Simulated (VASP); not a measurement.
# Zn (P6_3/mmc) in VASP: further runs

The runs below take Zn through electric field gradients, with PBEsol.

Everything below comes from runs of VASP 6.6.1. Logs are shortened: lines on timing, memory, paths and dates and some standing lists are left out, and cuts for length are marked.

## Step 1: The cell of the first run

Symmetry: P6_3/mmc, No. 194, hexagonal system. Conventional cell: a = 2.674 Å, b = 2.674 Å, c = 4.963 Å, α = 90.00°, β = 90.00°, γ = 120.00°. Within 3.5 Å of Zn (site symmetry -6m2) lie 12 Zn at 2.67 to 2.92 Å.

## Step 2: Electric field gradients, PBEsol (volume scaled by 1.01)

Input file INCAR:

```
PREC     = Accurate       # precision mode
ENCUT    = 520            # plane-wave cutoff, eV
EDIFF    = 1E-8           # SCF threshold, eV
ISMEAR   = -1             # smearing method
SIGMA    = 0.03           # smearing width, eV
LREAL    = False          # projectors in reciprocal space
LASPH    = True           # aspherical terms in the spheres
NELM     = 80             # most SCF steps
ALGO     = Normal         # electronic algorithm
ISIF     = 2              # what is computed and relaxed
LWAVE    = False          # write WAVECAR
LCHARG   = False          # write CHGCAR
GGA      = PS             # functional
LEFG     = True         
NBANDS   = 19             # bands
```

Input file KPOINTS:

```
regular mesh
0
Gamma
  18 18 8
```

Input file POSCAR:

```
Zn
1.0
    2.6736512679      0.0000000000      0.0000000000
   -1.3368256340      2.3154499188      0.0000000000
    0.0000000000      0.0000000000      4.9631343400
Zn
2
Direct
    0.3333333333      0.6666666667      0.2500000000
    0.6666666667      0.3333333333      0.7500000000
```

Potentials or basis: VASP PAW PBE potentials, release 64 (Zn).

On the command line:

```
> cat potpaw_PBE.64/Zn/POTCAR > POTCAR
> mpirun -np 1 vasp_std > vasp.out
```

OUTCAR:

```text
PREC = Accurate
   ENCUT = 520
   EDIFF = 1E-8
   ISMEAR = -1
   LREAL = False
   LASPH = True
   NELM = 80
   ISIF = 2
   GGA = PS

 ion  position               nearest neighbor table
   1  0.333  0.667  0.250-   2 2.92   2 2.92   2 2.92   2 2.92   2 2.92   2 2.92
   2  0.667  0.333  0.750-   1 2.92   1 2.92   1 2.92   1 2.92   1 2.92   1 2.92

  LATTYP: Found a hexagonal cell.
 ALAT       =     2.6736512679
 C/A-ratio  =     1.8563132745

  Lattice vectors:

 A1 = (   2.6736512679,   0.0000000000,   0.0000000000)
 A2 = (  -1.3368256340,   2.3154499188,   0.0000000000)
 A3 = (   0.0000000000,   0.0000000000,   4.9631343400)

Analysis of symmetry for initial positions (statically):
=====================================================================
 Subroutine PRICEL returns:
 Original cell was already a primitive cell.

 Routine SETGRP: Setting up the symmetry group for a
 hexagonal supercell.

 Subroutine GETGRP returns: Found 24 space group operations
 (whereof 12 operations were pure point group operations)
 out of a pool of 24 trial point group operations.

The static configuration has the point symmetry D_3d.
 The point group associated with its full space group is D_6h.

Analysis of symmetry for dynamics (positions and initial velocities):
=====================================================================
 Subroutine PRICEL returns:
 Original cell was already a primitive cell.

 Routine SETGRP: Setting up the symmetry group for a
 hexagonal supercell.

 Subroutine GETGRP returns: Found 24 space group operations
 (whereof 12 operations were pure point group operations)
 out of a pool of 24 trial point group operations.

The dynamic configuration has the point symmetry D_3d.
 The point group associated with its full space group is D_6h.

 Subroutine INISYM returns: Found 24 space group operations
 (whereof 12 operations are pure point group operations),
 and found     1 'primitive' translations

----------------------------------------------------------------------------------------

                                     Primitive cell

  volume of cell :      30.7253

  direct lattice vectors                    reciprocal lattice vectors
     2.673651268  0.000000000  0.000000000     0.374020356  0.215940753  0.000000000
    -1.336825634  2.315449919  0.000000000     0.000000000  0.431881507  0.000000000
     0.000000000  0.000000000  4.963134340     0.000000000  0.000000000  0.201485580

  length of vectors
     2.673651268  2.673651268  4.963134340     0.431881507  0.431881507  0.201485580

  position of ions in fractional coordinates (direct lattice)
     0.333333333  0.666666667  0.250000000
     0.666666667  0.333333333  0.750000000

  ion indices of the primitive-cell ions
   primitive index   ion index
                 1           1
                 2           2

----------------------------------------------------------------------------------------

 KPOINTS: regular mesh

Automatic generation of k-mesh.
 Grid dimensions read from file:
 generate k-points for:   18   18    8

 Generating k-lattice:

  Cartesian coordinates                     Fractional coordinates (reciprocal lattice)
     0.020778909  0.011996709  0.000000000     0.055555556  0.000000000  0.000000000
     0.000000000  0.023993417  0.000000000     0.000000000  0.055555556  0.000000000
     0.000000000  0.000000000  0.025185697     0.000000000  0.000000000  0.125000000

  Length of vectors
     0.023993417  0.023993417  0.025185697

  Shift w.r.t. Gamma in fractional coordinates (k-lattice)
     0.000000000  0.000000000  0.000000000

 Subroutine IBZKPT returns following result:
 ===========================================

 Found    185 irreducible k-points:

 Following reciprocal coordinates:
            Coordinates               Weight
  0.000000  0.000000  0.000000      1.000000
  0.055556  0.000000  0.000000      6.000000
  0.111111  0.000000  0.000000      6.000000
  0.166667  0.000000  0.000000      6.000000
  0.222222  0.000000  0.000000      6.000000
  0.277778  0.000000  0.000000      6.000000
[... 16 lines left out ...]
  0.333333  0.111111  0.000000     12.000000
  0.388889  0.111111  0.000000     12.000000
 [... further k-points ...]
   k-points           NKPTS =    185   k-points in BZ     NKDIM =    185   number of bands    NBANDS=     19
   number of dos      NEDOS =    301   number of ions     NIONS =      2
   total plane-waves  NPLWV =  16000
   dimension x,y,z NGX =    20 NGY =   20 NGZ =   40
   dimension x,y,z NGXF=    40 NGYF=   40 NGZF=   80
   ions per type =               2
   NGX,Y,Z   is equivalent  to a cutoff of  12.44, 12.44, 13.40 a.u.
   NGXF,Y,Z  is equivalent  to a cutoff of  24.87, 24.87, 26.80 a.u.
 SYSTEM =  unknown system
   PREC   = accura    normal or accurate (medium, high low for compatibility)
   ISTART =      0    job   : 0-new  1-cont  2-samecut
   ICHARG =      2    charge: 1-file 2-atom 10-const
   ISPIN  =      1    spin polarized calculation?
   LNONCOLLINEAR =      F non collinear calculations
   LSORBIT =      F    spin-orbit coupling
   LASPH  =      T    aspherical Exc in radial PAW
   ENCUT  =  520.0 eV  38.22 Ry    6.18 a.u.   4.97  4.97  9.23*2*pi/ulx,y,z
   NELM   =     80;   NELMIN=  2; NELMDL= -5     # of ELM steps
   EDIFF  = 0.1E-07   stopping-criterion for ELM
   LREAL  =      F    real-space projection
   EDIFFG = 0.1E-06   stopping-criterion for IOM
   NSW    =      0    number of steps for IOM
   IBRION =     -1    ionic relax: 0-MD 1-quasi-New 2-CG
   NFREE  =      0    steps in history (QN), initial steepest desc. (CG)
   ISIF   =      2    stress and relaxation
   ISYM   =      2    0-nonsym 1-usesym 2-fastsym
   POTIM  = 0.5000    time-step for ionic-motion
   TEBEG  =    0.0;   TEEND  =   0.0 temperature during run
   PSTRESS=    0.0 pullay stress
   NELECT =      24.0000    total number of electrons
   NUPDOWN=      -1.0000    fix difference up-down
   EMIN   =  10.00;   EMAX   =-10.00  energy-range for DOS
   EFERMI =   0.00;   METHOD = LEGACY
   ISMEAR =    -1;   SIGMA  =   0.03  broadening in eV -4-tet -1-fermi 0-gaus
   EFERMI_NEDOS =   21; number of points for ismear=-14 and -15
   IALGO  =     38    algorithm
   IMIX   =      4    mixing-type and parameters
     AMIX     =   0.40;   BMIX     =  1.00
     AMIX_MAG =   1.60;   BMIX_MAG =  1.00
  volume/ion in A,a.u.               =      15.36       103.67
  Fermi-wavevector in a.u.,A,eV,Ry     =   1.507694  2.849128 30.927960  2.273141
  Thomas-Fermi vector in A             =   2.618246
   LORBIT       =      0    0 simple, 1 ext, 2 COOP (PROOUT), +10 PAW based schemes
   GGA     = PS    functional components
   LHFCALC =     F    Hartree Fock is set to
   AEXX    =    0.0000 exact exchange contribution
   IVDW    =     0    specifies the selected vdW correction
   LEPSILON=     F    determine dielectric tensor
   LRPA    =     F    only Hartree local field effects (RPA)
 non-spin polarized calculation
  energy-cutoff  :      520.00
  volume of cell :       30.73
 maximum number of plane-waves:       855
 NGX is ok and might be reduce to    20
   NGX =  9   NGY =  9   NGZ = 19

 number of electron      24.0000009 magnetization

 Free energy of the ion-electron system (eV)
  ---------------------------------------------------
  ext. energy  EPLUGINS =         0.00000000
  ---------------------------------------------------
  free energy    TOTEN  =        -3.12923037 eV

  energy without entropy =       -3.12772463  energy(sigma->0) =       -3.12847750

 E-fermi :   3.0160     XC(G=0): -11.6481

 val. band max:        3.0102993993   @ k =   0.3333   0.3333   0.0000
 cond. band min:       3.0445979160   @ k =   0.3333   0.2222   0.2500
 fundamental gap:      0.0342985167
 Fermi energy:         3.0159554518

 k-point     1 :       0.0000    0.0000    0.0000
  band No.  band energies     occupation
      1      -7.4683      2.00000
      2      -5.6725      2.00000
      3      -4.9805      2.00000
      4      -4.7567      2.00000
      5      -4.7567      2.00000
      6      -4.7075      2.00000
[... 11 lines left out ...]
     18      21.7813      0.00000
     19      21.7820      0.00000
[... 485 lines left out ...]
 k-point    24 :       0.3889    0.1111    0.0000
  band No.  band energies     occupation
      1      -5.3716      2.00000
      2      -5.2760      2.00000
      3      -5.1924      2.00000
      4      -4.7510      2.00000
      5      -4.6363      2.00000
      6      -4.6123      2.00000
[... 11 lines left out ...]
     18      15.7234      0.00000
     19      17.1297      0.00000

 [... further k-points ...]

------------------------ aborting loop because EDIFF is reached ----------------------------------------

  FORCE on cell =-STRESS in cart. coord.  units (eV):
  Direction    XX          YY          ZZ          XY          YZ          ZX
  --------------------------------------------------------------------------------------
  -------------------------------------------------------------------------------------
  Total       -1.2200673     -1.2200673     -0.8087545      0.0000000     -0.0000000      0.0000000
  in kB      -63.6206631    -63.6206631    -42.1726706      0.0000000     -0.0000000      0.0000000
  external PRESSURE =     -56.4713322 kB  Pullay stress =       0.0000000 kB

 VOLUME and BASIS-vectors are now :
 -----------------------------------------------------------------------------
  energy-cutoff  :      520.00
  volume of cell :       30.73
      direct lattice vectors                 reciprocal lattice vectors
     2.673651268  0.000000000  0.000000000     0.374020356  0.215940753  0.000000000
    -1.336825634  2.315449919  0.000000000     0.000000000  0.431881507  0.000000000
     0.000000000  0.000000000  4.963134340     0.000000000  0.000000000  0.201485580

 POSITION                                       TOTAL-FORCE (eV/Angst)
 -----------------------------------------------------------------------------------
     -0.00000      1.54363      1.24078         0.000000     -0.000000      0.000000
      1.33683      0.77182      3.72235        -0.000000      0.000000      0.000000
 -----------------------------------------------------------------------------------
    total drift:                               -0.000000      0.000000      0.000000

  FREE ENERGIE OF THE ION-ELECTRON SYSTEM (eV)
  ---------------------------------------------------
  free  energy   TOTEN  =        -3.1292303675 eV

  energy  without entropy=       -3.1277246348  energy(sigma->0) =       -3.12847750

 Electric field gradients (V/A^2)
---------------------------------------------------------------------
 ion       V_xx      V_yy      V_zz      V_xy      V_xz      V_yz
---------------------------------------------------------------------
   1     -17.138   -17.131    34.269     0.006     0.000    -0.000
   2     -17.138   -17.131    34.269     0.006    -0.000     0.000
---------------------------------------------------------------------

 Electric field gradients after diagonalization (V/A^2)
 (convention: |V_zz| > |V_xx| > |V_yy|)
----------------------------------------------------------------------
 ion       V_xx      V_yy      V_zz     asymmetry (V_yy - V_xx)/ V_zz
----------------------------------------------------------------------
   1     -17.142   -17.127    34.269       0.000
   2     -17.142   -17.127    34.269       0.000
----------------------------------------------------------------------

           NMR quadrupolar parameters

 Cq : quadrupolar parameter    Cq=e*Q*V_zz/h
 eta: asymmetry parameters     (V_yy - V_xx)/ V_zz
 Q  : nuclear electric quadrupole moment in mb (millibarn)
----------------------------------------------------------------------
 ion       Cq(MHz)       eta       Q (mb)
----------------------------------------------------------------------
   1       0.083       0.000       1.000
   2       0.083       0.000       1.000
----------------------------------------------------------------------
```

Wall time 40 s (1 thread of AMD EPYC 9R45 (Zen 5), shared host); peak memory 0.18 GiB.

Results:

| Item | Value |
| --- | --- |
| Free energy | -3.1292 eV |
| Pressure | -5.6 GPa |
| Band gap on the k mesh | zero (band 12 reaches 4.47 eV, above the bottom of band 13 at -0.18 eV) |

Stress tensor (GPa, compression positive):
```
-6.36  0.00  0.00
 0.00 -6.36  0.00
 0.00  0.00 -4.22
```

Levels at points of the mesh, in eV from the Fermi level:
```csv
k point,band 10,band 11,band 12,band 13,band 14,band 15
"(0.00, 0.00, 0.00)",-7.19,-7.19,-3.75,-3.19,13.37,16.99
"(0.50, 0.00, 0.00)",-7.00,-2.97,-2.32,2.43,3.37,3.87
"(0.00, 0.00, 0.50)",-7.28,-7.28,-7.28,4.40,4.40,18.39
"(0.50, 0.00, 0.50)",-7.01,-2.00,-2.00,-0.06,-0.06,9.90
```

Electric field gradients, principal values (V/Å²):
```tsv
atom	least	middle	greatest (by size)
1 Zn	-17.127	-17.142	34.269
2 Zn	-17.127	-17.142	34.269
```

Caveat: without QUAD_EFG the Cq values of the log hold for a quadrupole moment of 1 mb, not for the nuclei; the PAW data sets were made with another functional, which shifts forces and pressure a little.

[end of part 1 of 3]
